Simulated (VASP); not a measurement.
Write the native input for VASP 6.6.1 that does the following.

```
Task                   : single point
Functional             : r2SCAN
Potentials or basis    : VASP PAW PBE potentials, release 64 (Si, C)
Cutoff                 : 520 eV
k mesh                 : 8 × 8 × 8
Occupations            : fermi-dirac, width 0.02 eV
Spin                   : no spin polarisation
Dipole correction      : no
Further INCAR settings : ALGO = Normal; EDIFF = 1e-06; NBANDS = 11
```

SiC:

```
CELL_PARAMETERS angstrom
2.62012 0.00000 0.00000
0.00000 2.62012 0.00000
0.00000 0.00000 2.62012
ATOMIC_POSITIONS crystal
Si 0.00000 0.00000 0.00000
C 0.50000 0.50000 0.50000
```

The input as run:

POSCAR

```
SiC
1.0
    2.6201228651      0.0000000000      0.0000000000
    0.0000000000      2.6201228651      0.0000000000
    0.0000000000      0.0000000000      2.6201228651
Si C
1 1
Direct
    0.0000000000      0.0000000000      0.0000000000
    0.5000000000      0.5000000000      0.5000000000
```

INCAR.step1

```
SYSTEM = SiC
PREC = Accurate ; ENCUT = 520
ISMEAR = -1 ; SIGMA = 0.02
LREAL = .FALSE. ; LASPH = .TRUE.
NELM = 100 ; NBANDS = 11
GGA = PE ; ALGO = Normal
EDIFF = 1E-4 ; LWAVE = .TRUE.
LCHARG = .FALSE.
```

INCAR.step2

```
SYSTEM = SiC
PREC = Accurate ; ENCUT = 520
EDIFF = 1E-6 ; ISMEAR = -1
SIGMA = 0.02 ; LREAL = .FALSE.
LASPH = .TRUE. ; NELM = 100
ALGO = Normal ; ISIF = 2
LWAVE = .FALSE. ; LCHARG = .FALSE.
METAGGA = R2SCAN ; LMIXTAU = .TRUE.
NBANDS = 11 ; ISTART = 1
```

KPOINTS

```
Automatic mesh
0
G
  8 8 8
  0 0 0
```

Potentials or basis: VASP PAW PBE potentials, release 64 (Si, C).

The run is started by

```bash
$ cat potpaw_PBE.64/Si/POTCAR potpaw_PBE.64/C/POTCAR > POTCAR
$ cp INCAR.step1 INCAR
$ mpirun -np 1 vasp_std > vasp.out
$ cp INCAR.step2 INCAR
$ mpirun -np 1 vasp_std > vasp.out
```

Results of the run:

| Item | Value |
| --- | --- |
| Pressure | 0.3 GPa |
| Band gap on the k mesh | zero (band 4 reaches 12.69 eV, above the bottom of band 5 at 8.68 eV) |

Caveat: the PAW data sets were made with another functional, which shifts forces and pressure a little.

It took 32 s on 1 thread of Intel Xeon 8259CL, on a shared host, peak memory 0.12 GiB.
